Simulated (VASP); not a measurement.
# Ir (Immm) in VASP: a series of runs, part 2 of 2

VASP 6.6.1. The steps go on from the part before.

## (3) Single point, PBE

File INCAR:

```
SYSTEM = Ir
PREC = Accurate
ENCUT = 500
EDIFF = 1E-6
ISMEAR = -1
SIGMA = 0.1
LREAL = .FALSE.
LASPH = .TRUE.
NELM = 120
ALGO = Normal
ISIF = 2
LWAVE = .FALSE.
LCHARG = .FALSE.
GGA = PE
NBANDS = 10
GGA_COMPAT = .FALSE.
```

File KPOINTS:

```
Automatic mesh
0
G
  15 15 15
  0 0 0
```

File POSCAR:

```
Ir
1.0
    0.0047890000      1.9156000000      1.9156000000
    1.9156000000      0.0047890000      1.9156000000
    1.9203890000      1.9203890000      0.0000000000
Ir
1
Direct
    0.0000000000      0.0000000000      0.0000000000
```

Potentials or basis: VASP PAW PBE potentials, release 64 (Ir).

Command:

```bash
$ cat potpaw_PBE.64/Ir/POTCAR > POTCAR
$ mpirun -np 1 vasp_std > vasp.out
```

OUTCAR:

```text
SYSTEM = Ir
   PREC = Accurate
   ENCUT = 500
   EDIFF = 1E-6
   ISMEAR = -1
   LREAL = .FALSE.
   LASPH = .TRUE.
   NELM = 120
   ISIF = 2
   GGA = PE

 ion  position               nearest neighbor table
   1  0.000  0.000  0.000-

  LATTYP: Found a body centered orthorhombic cell.
 ALAT       =     2.7022948313
 B/A-ratio  =     1.0050125313
 C/A-ratio  =     1.4177579573

  Lattice vectors:

 A1 = (   1.9156000000,   0.0047890000,  -1.9156000000)
 A2 = (  -1.9156000000,  -0.0047890000,  -1.9156000000)
 A3 = (   0.0047890000,   1.9156000000,   1.9156000000)

Analysis of symmetry for initial positions (statically):
=====================================================================
 Subroutine PRICEL returns:
 Original cell was already a primitive cell.

 Routine SETGRP: Setting up the symmetry group for a
 body centered orthorhombic supercell.

 Subroutine GETGRP returns: Found  8 space group operations
 (whereof  8 operations were pure point group operations)
 out of a pool of  8 trial point group operations.

The static configuration has the point symmetry D_2h.

Analysis of symmetry for dynamics (positions and initial velocities):
=====================================================================
 Subroutine PRICEL returns:
[... 158 lines left out ...]
 fundamental gap:      0.0077472369
 Fermi energy:        10.5276772654

 k-point     1 :       0.0000    0.0000    0.0000
  band No.  band energies     occupation
      1      -0.6715      2.00000
      2       6.5530      2.00000
      3       6.5913      2.00000
      4       6.6317      2.00000
      5       9.3079      1.99999
      6       9.3081      1.99999
      7      24.8289      0.00000
      8      30.3718      0.00000
      9      30.4529      0.00000
     10      30.5338      0.00000
[... 287 lines left out ...]
 k-point    24 :       0.2000    0.1333    0.0000
  band No.  band energies     occupation
      1       0.9900      2.00000
      2       5.5315      2.00000
      3       7.4114      2.00000
      4       7.4474      2.00000
      5       8.2827      2.00000
      6       9.7767      1.99890
      7      27.5428      0.00000
      8      27.6787      0.00000
      9      30.6801      0.00000
     10      31.3555      0.00000

 [... further k-points ...]
[... 5 lines left out ...]
  --------------------------------------------------------------------------------------
  -------------------------------------------------------------------------------------
  Total        1.0780857      1.0780857      1.0762128     -0.1293326      0.0000000      0.0000000
  in kB      122.8632844    122.8632844    122.6498391    -14.7393007      0.0000000      0.0000000
  external PRESSURE =     122.7921360 kB  Pullay stress =       0.0000000 kB

 VOLUME and BASIS-vectors are now :
 -----------------------------------------------------------------------------
  energy-cutoff  :      500.00
  volume of cell :       14.06
      direct lattice vectors                 reciprocal lattice vectors
     0.004789000  1.915600000  1.915600000    -0.261668998  0.261668998  0.261014826
     1.915600000  0.004789000  1.915600000     0.261668998 -0.261668998  0.261014826
     1.920389000  1.920389000  0.000000000     0.260363916  0.260363916 -0.261014826

 POSITION                                       TOTAL-FORCE (eV/Angst)
 -----------------------------------------------------------------------------------
      0.00000      0.00000      0.00000         0.000000      0.000000      0.000000
 -----------------------------------------------------------------------------------
    total drift:                                0.000000     -0.000000     -0.000000

  FREE ENERGIE OF THE ION-ELECTRON SYSTEM (eV)
  ---------------------------------------------------
  free  energy   TOTEN  =        -8.8528239879 eV

  energy  without entropy=       -8.8253296828  energy(sigma->0) =       -8.83907684
```

OSZICAR:

```text
N       E                     dE             d eps       ncg     rms          rms(c)
DAV:   1     0.471423652495E+02    0.47142E+02   -0.42596E+03 10328   0.793E+02
DAV:   2    -0.853548137168E+01   -0.55678E+02   -0.52993E+02 10496   0.195E+02
DAV:   3    -0.939621321373E+01   -0.86073E+00   -0.85794E+00 12008   0.295E+01
DAV:   4    -0.940403114951E+01   -0.78179E-02   -0.78165E-02 11618   0.259E+00
DAV:   5    -0.940418709060E+01   -0.15594E-03   -0.15594E-03 11696   0.352E-01    0.155E+01
DAV:   6    -0.894768421474E+01    0.45650E+00   -0.77514E-01 11452   0.108E+01    0.643E+00
DAV:   7    -0.885901971755E+01    0.88664E-01   -0.26590E-01 12146   0.586E+00    0.146E+00
DAV:   8    -0.885605468656E+01    0.29650E-02   -0.21338E-03 11016   0.491E-01    0.103E+00
DAV:   9    -0.885281798590E+01    0.32367E-02   -0.21127E-03 11488   0.642E-01    0.159E-02
DAV:  10    -0.885282289805E+01   -0.49122E-05   -0.12091E-05 14422   0.325E-02    0.249E-02
DAV:  11    -0.885282401691E+01   -0.11189E-05   -0.92419E-07  7602   0.110E-02    0.105E-03
DAV:  12    -0.885282398792E+01    0.28996E-07   -0.31994E-08  5428   0.198E-03
   1 F= -.88528240E+01 E0= -.88390768E+01  d E =-.274943E-01
```

Run time: 86 s. Hardware: 1 thread of Intel Xeon 8259CL, shared host; peak memory 0.19 GiB.

What came out:

- Free energy: -8.8528 eV
- Pressure: 12.3 GPa
- Band gap on the k mesh: zero (an odd number of electrons rules out a gap without spin polarisation)

Caveat: the cell stands under pressure; spin-orbit coupling is left out, which moves the levels of the heavy elements.

## (4) Single point, PBE

File INCAR:

```
SYSTEM = Ir
ALGO = Normal
EDIFF = 1E-6
ENCUT = 500
GGA = PE
GGA_COMPAT = .False.
ISIF = 2
ISMEAR = -1
LASPH = .True.
LCHARG = .False.
LREAL = .False.
LWAVE = .False.
NBANDS = 10
NELM = 120
PREC = Accurate
SIGMA = 0.1
```

File KPOINTS:

```
k-points
0
Gamma
  15 15 15
  0 0 0
```

File POSCAR:

```
Ir
1.0
    0.0095780000      1.9156000000      1.9156000000
    1.9156000000      0.0095780000      1.9156000000
    1.9251780000      1.9251780000      0.0000000000
Ir
1
Direct
    0.0000000000      0.0000000000      0.0000000000
```

Command:

```bash
$ cat potpaw_PBE.64/Ir/POTCAR > POTCAR
$ mpirun -np 1 vasp_std > vasp.out
```

Wall time 84 s (1 thread of Intel Xeon 8259CL, shared host); peak memory 0.19 GiB.

The run converged. Its results:

```yaml
Free_energy: -8.8518 eV
Pressure: 12.3 GPa
Band_gap_on_the_k_mesh: zero (an odd number of electrons rules out a gap without spin polarisation)
```

Stress tensor (GPa, compression positive):
```
12.35 -2.95  0.00
-2.95 12.35  0.00
 0.00  0.00 12.26
```

Levels at points of the mesh, in eV from the Fermi level:
```tsv
k point	band 1	band 2	band 3	band 4	band 5	band 6	band 7	band 8	band 9
(0.00, 0.00, 0.00)	-11.20	-4.01	-3.94	-3.86	-1.22	-1.22	14.30	19.76	19.93
```

Caveat: the cell stands under pressure; spin-orbit coupling is left out, which moves the levels of the heavy elements.

## (5) Overview

```csv
cell,gap on the mesh (eV),pressure (GPa)
"a = 2.709, b = 2.709, c = 2.702 Å, angles 60.1, 60.1, 60.2°, 1 atom",none,12.3
"a = 2.709, b = 2.709, c = 2.716 Å, angles 59.9, 59.9, 59.8°, 1 atom",none,12.3
"a = 2.709, b = 2.709, c = 2.723 Å, angles 59.8, 59.8, 59.7°, 1 atom",none,12.3
```

Alike in all rows: task single point; level PBE; potentials or basis VASP PAW PBE potentials, release 64 (Ir); no spin polarisation; k mesh 15 × 15 × 15; cutoff (eV) 500; smearing fermi-dirac 0.1 eV.

Caveats: the cell stands under pressure; spin-orbit coupling is left out, which moves the levels of the heavy elements.

Total energies depend on the potentials used, so only differences within one code and one set of settings carry meaning.
